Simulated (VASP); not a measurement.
# Ge (Fd-3m) in VASP: notebook, part 2 of 2

VASP 6.6.1.

## Step 3: Single point, LDA (volume scaled by 0.85)

INCAR reads:

```
SYSTEM = Ge
PREC     = Accurate       ! precision mode
ENCUT    = 500            ! plane-wave cutoff, eV
EDIFF    = 1E-6           ! SCF threshold, eV
ISMEAR   = -1             ! smearing method
SIGMA    = 0.05           ! smearing width, eV
LREAL    = .False.        ! projectors in reciprocal space
LASPH    = .True.         ! aspherical terms in the spheres
NELM     = 120            ! most SCF steps
ALGO     = Normal         ! electronic algorithm
ISIF     = 2              ! what is computed and relaxed
LWAVE    = .False.        ! write WAVECAR
LCHARG   = .False.        ! write CHGCAR
GGA      = CA             ! functional
NBANDS   = 21             ! bands
GGA_COMPAT= .False.
```

KPOINTS reads:

```
regular mesh
0
Gamma
  13 13 13
  0 0 0
```

POSCAR reads:

```
Ge
1.0
    0.0000000000      2.6628085130      2.6628085130
    2.6628085130      0.0000000000      2.6628085130
    2.6628085130      2.6628085130      0.0000000000
Ge
2
Direct
   -0.1250000000     -0.1250000000     -0.1250000000
    0.1250000000      0.1250000000      0.1250000000
```

Potentials or basis: VASP PAW LDA potentials, release 64 (Ge_d).

Command:

```bash
$ cat potpaw_LDA.64/Ge_d/POTCAR > POTCAR
$ mpirun -np 1 vasp_std > vasp.out
```

OUTCAR:

```text
SYSTEM = Ge
   PREC = Accurate
   ENCUT = 500
   EDIFF = 1E-6
   ISMEAR = -1
   LREAL = .False.
   LASPH = .True.
   NELM = 120
   ISIF = 2
   GGA = CA

 ion  position               nearest neighbor table
   1  0.875  0.875  0.875-   2 2.31   2 2.31   2 2.31   2 2.31
   2  0.125  0.125  0.125-   1 2.31   1 2.31   1 2.31   1 2.31

  LATTYP: Found a face centered cubic cell.
 ALAT       =     5.3256170260

  Lattice vectors:

 A1 = (   0.0000000000,   2.6628085130,   2.6628085130)
 A2 = (   2.6628085130,   0.0000000000,   2.6628085130)
 A3 = (   2.6628085130,   2.6628085130,   0.0000000000)

Analysis of symmetry for initial positions (statically):
=====================================================================
 Subroutine PRICEL returns:
 Original cell was already a primitive cell.

 Routine SETGRP: Setting up the symmetry group for a
 face centered cubic supercell.

 Subroutine GETGRP returns: Found 48 space group operations
 (whereof 12 operations were pure point group operations)
 out of a pool of 48 trial point group operations.

The static configuration has the point symmetry D_3d.
 The point group associated with its full space group is O_h .

Analysis of symmetry for dynamics (positions and initial velocities):
=====================================================================
 Subroutine PRICEL returns:
 Original cell was already a primitive cell.

 Routine SETGRP: Setting up the symmetry group for a
 face centered cubic supercell.

 Subroutine GETGRP returns: Found 48 space group operations
 (whereof 12 operations were pure point group operations)
 out of a pool of 48 trial point group operations.

The dynamic configuration has the point symmetry D_3d.
 The point group associated with its full space group is O_h .

 Subroutine INISYM returns: Found 48 space group operations
 (whereof 12 operations are pure point group operations),
 and found     1 'primitive' translations

----------------------------------------------------------------------------------------

                                     Primitive cell

  volume of cell :      37.7615

  direct lattice vectors                    reciprocal lattice vectors
     0.000000000  2.662808513  2.662808513    -0.187771669  0.187771669  0.187771669
     2.662808513  0.000000000  2.662808513     0.187771669 -0.187771669  0.187771669
     2.662808513  2.662808513  0.000000000     0.187771669  0.187771669 -0.187771669

  length of vectors
     3.765779913  3.765779913  3.765779913     0.325230072  0.325230072  0.325230072

  position of ions in fractional coordinates (direct lattice)
     0.875000000  0.875000000  0.875000000
     0.125000000  0.125000000  0.125000000

  ion indices of the primitive-cell ions
   primitive index   ion index
                 1           1
                 2           2

----------------------------------------------------------------------------------------

 KPOINTS: regular mesh

Automatic generation of k-mesh.
 Grid dimensions read from file:
 generate k-points for:   13   13   13

 Generating k-lattice:

  Cartesian coordinates                     Fractional coordinates (reciprocal lattice)
    -0.014443975  0.014443975  0.014443975     0.076923077  0.000000000  0.000000000
     0.014443975 -0.014443975  0.014443975     0.000000000  0.076923077  0.000000000
     0.014443975  0.014443975 -0.014443975     0.000000000  0.000000000  0.076923077

  Length of vectors
     0.025017698  0.025017698  0.025017698

  Shift w.r.t. Gamma in fractional coordinates (k-lattice)
     0.000000000  0.000000000  0.000000000

 Subroutine IBZKPT returns following result:
 ===========================================

 Found     84 irreducible k-points:

 Following reciprocal coordinates:
            Coordinates               Weight
  0.000000  0.000000  0.000000      1.000000
  0.076923  0.000000  0.000000      8.000000
  0.153846  0.000000  0.000000      8.000000
  0.230769  0.000000  0.000000      8.000000
  0.307692  0.000000  0.000000      8.000000
  0.384615  0.000000  0.000000      8.000000
[... 16 lines left out ...]
  0.384615  0.153846  0.000000     24.000000
  0.461538  0.153846  0.000000     24.000000
 [... further k-points ...]
   k-points           NKPTS =     84   k-points in BZ     NKDIM =     84   number of bands    NBANDS=     21
   number of dos      NEDOS =    301   number of ions     NIONS =      2
   total plane-waves  NPLWV =  21952
   dimension x,y,z NGX =    28 NGY =   28 NGZ =   28
   dimension x,y,z NGXF=    56 NGYF=   56 NGZF=   56
   ions per type =               2
   NGX,Y,Z   is equivalent  to a cutoff of  12.36, 12.36, 12.36 a.u.
   NGXF,Y,Z  is equivalent  to a cutoff of  24.72, 24.72, 24.72 a.u.
 SYSTEM =  Ge
   PREC   = accura    normal or accurate (medium, high low for compatibility)
   ISTART =      0    job   : 0-new  1-cont  2-samecut
   ICHARG =      2    charge: 1-file 2-atom 10-const
   ISPIN  =      1    spin polarized calculation?
   LNONCOLLINEAR =      F non collinear calculations
   LSORBIT =      F    spin-orbit coupling
   LASPH  =      T    aspherical Exc in radial PAW
   ENCUT  =  500.0 eV  36.75 Ry    6.06 a.u.   6.87  6.87  6.87*2*pi/ulx,y,z
   NELM   =    120;   NELMIN=  2; NELMDL= -5     # of ELM steps
   EDIFF  = 0.1E-05   stopping-criterion for ELM
   LREAL  =      F    real-space projection
[... 7 lines left out ...]
   TEBEG  =    0.0;   TEEND  =   0.0 temperature during run
   PSTRESS=    0.0 pullay stress
   NELECT =      28.0000    total number of electrons
   NUPDOWN=      -1.0000    fix difference up-down
   EMIN   =  10.00;   EMAX   =-10.00  energy-range for DOS
   EFERMI =   0.00;   METHOD = LEGACY
   ISMEAR =    -1;   SIGMA  =   0.05  broadening in eV -4-tet -1-fermi 0-gaus
   EFERMI_NEDOS =   21; number of points for ismear=-14 and -15
   IALGO  =     38    algorithm
   IMIX   =      4    mixing-type and parameters
     AMIX     =   0.40;   BMIX     =  1.00
     AMIX_MAG =   1.60;   BMIX_MAG =  1.00
  volume/ion in A,a.u.               =      18.88       127.41
  Fermi-wavevector in a.u.,A,eV,Ry     =   1.481759  2.800118 29.873084  2.195610
  Thomas-Fermi vector in A             =   2.595629
   LORBIT       =      0    0 simple, 1 ext, 2 COOP (PROOUT), +10 PAW based schemes
   GGA     = CA    functional components
   LHFCALC =     F    Hartree Fock is set to
   AEXX    =    0.0000 exact exchange contribution
   IVDW    =     0    specifies the selected vdW correction
   LEPSILON=     F    determine dielectric tensor
   LRPA    =     F    only Hartree local field effects (RPA)
 non-spin polarized calculation
  energy-cutoff  :      500.00
  volume of cell :       37.76
 maximum number of plane-waves:       972
   NGX = 13   NGY = 13   NGZ = 13

 number of electron      28.0000001 magnetization

 Free energy of the ion-electron system (eV)
  ---------------------------------------------------
  ext. energy  EPLUGINS =         0.00000000
  ---------------------------------------------------
  free energy    TOTEN  =       -10.07466458 eV

  energy without entropy =      -10.07443519  energy(sigma->0) =      -10.07454988

 E-fermi :   6.7621     XC(G=0): -11.1751

 val. band max:        6.6813266450   @ k =   0.0000   0.0000   0.0000
 cond. band min:       6.8886430462   @ k =   0.3846   0.3846   0.0000
 fundamental gap:      0.2073164012
 Fermi energy:         6.7620580547

 k-point     1 :       0.0000    0.0000    0.0000
  band No.  band energies     occupation
      1     -18.6207      2.00000
      2     -18.6207      2.00000
      3     -18.6207      2.00000
      4     -18.5679      2.00000
      5     -18.5679      2.00000
      6     -18.2358      2.00000
[... 13 lines left out ...]
     20      16.7397      0.00000
     21      16.7397      0.00000

 k-point     2 :       0.0769    0.0000    0.0000
  band No.  band energies     occupation
      1     -18.6271      2.00000
      2     -18.6271      2.00000
      3     -18.6193      2.00000
      4     -18.5592      2.00000
      5     -18.5592      2.00000
      6     -18.2423      2.00000
[... 13 lines left out ...]
     20      16.0278      0.00000
     21      16.0278      0.00000
[... 487 lines left out ...]
      5     -18.4648      2.00000
      6     -18.3502      2.00000
[... 13 lines left out ...]
     20      17.5032      0.00000
     21      18.1309      0.00000

 k-point    24 :       0.4615    0.1538    0.0000
  band No.  band energies     occupation
      1     -18.6816      2.00000
      2     -18.6600      2.00000
      3     -18.5784      2.00000
      4     -18.4874      2.00000
      5     -18.4666      2.00000
      6     -18.3435      2.00000
[... 13 lines left out ...]
     20      18.9876      0.00000
     21      19.1991      0.00000

 [... further k-points ...]

------------------------ aborting loop because EDIFF is reached ----------------------------------------

  FORCE on cell =-STRESS in cart. coord.  units (eV):
  Direction    XX          YY          ZZ          XY          YZ          ZX
  --------------------------------------------------------------------------------------
  -------------------------------------------------------------------------------------
  Total        4.1112479      4.1112479      4.1112479     -0.0000000      0.0000000      0.0000000
  in kB      174.4353258    174.4353258    174.4353258     -0.0000000      0.0000000      0.0000000
  external PRESSURE =     174.4353258 kB  Pullay stress =       0.0000000 kB

 VOLUME and BASIS-vectors are now :
 -----------------------------------------------------------------------------
  energy-cutoff  :      500.00
  volume of cell :       37.76
      direct lattice vectors                 reciprocal lattice vectors
     0.000000000  2.662808513  2.662808513    -0.187771669  0.187771669  0.187771669
     2.662808513  0.000000000  2.662808513     0.187771669 -0.187771669  0.187771669
     2.662808513  2.662808513  0.000000000     0.187771669  0.187771669 -0.187771669

 POSITION                                       TOTAL-FORCE (eV/Angst)
 -----------------------------------------------------------------------------------
      4.65991      4.65991      4.65991        -0.000000     -0.000000     -0.000000
      0.66570      0.66570      0.66570         0.000000      0.000000      0.000000
 -----------------------------------------------------------------------------------
    total drift:                                0.000000      0.000000     -0.000000

  FREE ENERGIE OF THE ION-ELECTRON SYSTEM (eV)
  ---------------------------------------------------
  free  energy   TOTEN  =       -10.0746645770 eV

  energy  without entropy=      -10.0744351924  energy(sigma->0) =      -10.07454988
```

Wall time 25 s (1 thread of AMD EPYC 9R45 (Zen 5), shared host); peak memory 0.14 GiB.

Results:

| Quantity | Value |
| --- | --- |
| Free energy | -10.0747 eV |
| Pressure | 17.4 GPa |
| Band gap on the k mesh | 0.21 eV, indirect (least direct gap 1.61 eV) |

## Step 4: Single point, LDA (volume scaled by 0.85)

INCAR reads:

```
PREC = Accurate
ENCUT = 500
EDIFF = 1E-6
ISMEAR = -1
SIGMA = 0.05
LREAL = F
LASPH = T
NELM = 120
ALGO = Normal
ISIF = 2
LWAVE = F
LCHARG = T
LELF = T
LVHAR = T
NBANDS = 21
GGA_COMPAT = F
```

KPOINTS reads:

```
Automatic mesh
0
Gamma
  13 13 13
```

POSCAR is that of step 3.

Potentials or basis: VASP PAW LDA potentials, release 64 (Ge_d).

Command:

```bash
$ cat potpaw_LDA.64/Ge_d/POTCAR > POTCAR
$ mpirun -np 1 vasp_std > vasp.out
```

OUTCAR:

```text
PREC = Accurate
   ENCUT = 500
   EDIFF = 1E-6
   ISMEAR = -1
   LREAL = F
   LASPH = T
   NELM = 120
   ISIF = 2

 ion  position               nearest neighbor table
   1  0.875  0.875  0.875-   2 2.31   2 2.31   2 2.31   2 2.31
   2  0.125  0.125  0.125-   1 2.31   1 2.31   1 2.31   1 2.31

  LATTYP: Found a face centered cubic cell.
 ALAT       =     5.3256170260

  Lattice vectors:

 A1 = (   0.0000000000,   2.6628085130,   2.6628085130)
 A2 = (   2.6628085130,   0.0000000000,   2.6628085130)
[... 761 lines left out ...]

------------------------ aborting loop because EDIFF is reached ----------------------------------------

  FORCE on cell =-STRESS in cart. coord.  units (eV):
  Direction    XX          YY          ZZ          XY          YZ          ZX
  --------------------------------------------------------------------------------------
  -------------------------------------------------------------------------------------
  Total        4.1112479      4.1112479      4.1112479     -0.0000000      0.0000000      0.0000000
  in kB      174.4353258    174.4353258    174.4353258     -0.0000000      0.0000000      0.0000000
  external PRESSURE =     174.4353258 kB  Pullay stress =       0.0000000 kB

 VOLUME and BASIS-vectors are now :
 -----------------------------------------------------------------------------
  energy-cutoff  :      500.00
  volume of cell :       37.76
      direct lattice vectors                 reciprocal lattice vectors
     0.000000000  2.662808513  2.662808513    -0.187771669  0.187771669  0.187771669
     2.662808513  0.000000000  2.662808513     0.187771669 -0.187771669  0.187771669
     2.662808513  2.662808513  0.000000000     0.187771669  0.187771669 -0.187771669

 POSITION                                       TOTAL-FORCE (eV/Angst)
 -----------------------------------------------------------------------------------
      4.65991      4.65991      4.65991        -0.000000     -0.000000     -0.000000
      0.66570      0.66570      0.66570         0.000000      0.000000      0.000000
 -----------------------------------------------------------------------------------
    total drift:                                0.000000      0.000000     -0.000000

  FREE ENERGIE OF THE ION-ELECTRON SYSTEM (eV)
  ---------------------------------------------------
  free  energy   TOTEN  =       -10.0746645770 eV

  energy  without entropy=      -10.0744351924  energy(sigma->0) =      -10.07454988
```

OSZICAR:

```text
N       E                     dE             d eps       ncg     rms          rms(c)
DAV:   1     0.176023483935E+03    0.17602E+03   -0.13911E+04  4037   0.367E+03
DAV:   2     0.140090901774E+02   -0.16201E+03   -0.15688E+03  3543   0.588E+02
DAV:   3    -0.964218581338E+01   -0.23651E+02   -0.23507E+02  4023   0.135E+02
DAV:   4    -0.103345145995E+02   -0.69233E+00   -0.69196E+00  3989   0.271E+01
DAV:   5    -0.103444460552E+02   -0.99315E-02   -0.99312E-02  4043   0.348E+00    0.420E+00
DAV:   6    -0.101610076277E+02    0.18344E+00   -0.58409E-02  3914   0.144E+00    0.240E+00
DAV:   7    -0.100738344042E+02    0.87173E-01   -0.10770E-01  4330   0.216E+00    0.161E-01
DAV:   8    -0.100746534392E+02   -0.81903E-03   -0.74298E-03  3938   0.671E-01    0.377E-02
DAV:   9    -0.100746674984E+02   -0.14059E-04   -0.12835E-04  4048   0.701E-02    0.183E-02
DAV:  10    -0.100746648822E+02    0.26162E-05   -0.44324E-06  3372   0.201E-02    0.360E-03
DAV:  11    -0.100746645770E+02    0.30521E-06   -0.77291E-07  2369   0.686E-03
   1 F= -.10074665E+02 E0= -.10074550E+02  d E =-.229385E-03
```

It took 25 s on 1 thread of AMD EPYC 9R45 (Zen 5), shared host; peak memory 0.14 GiB.

Results:

| Item | Value |
| --- | --- |
| Free energy | -10.0747 eV |
| Pressure | 17.4 GPa |
| Band gap on the k mesh | 0.21 eV, indirect (least direct gap 1.61 eV) |

 A k mesh can miss the band edges.
